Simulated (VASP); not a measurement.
Fe:

```xyz
1
Lattice="-1.4156 1.4156 1.4156 1.4156 -1.4156 1.4156 1.4156 1.4156 -1.4156" Properties=species:S:1:pos:R:3 pbc="T T T"
Fe    0.0000    0.0000    0.0000
```

Base run:

- Program: VASP 6.6.1
- Functional: PBE
- Potentials or basis: VASP PAW PBE potentials, release 64 (Fe)
- Cutoff: 520 eV
- k mesh: 22 × 22 × 22
- Occupations: gaussian, width 0.05 eV
- Spin: no spin polarisation

Its results: pressure -18.0 GPa.

Q: The run is repeated on the same cell with these changes: spin from no spin polarisation to collinear spin, ferromagnetic start; further incar settings from ALGO = Fast; EDIFF = 1e-07; NBANDS = 10 to ALGO = Normal; EDIFF = 1e-06; NBANDS = 14. What comes out?

A: Pressure -0.6 GPa; net moment 2.18 μB per cell; site moments Fe +2.17 μB.
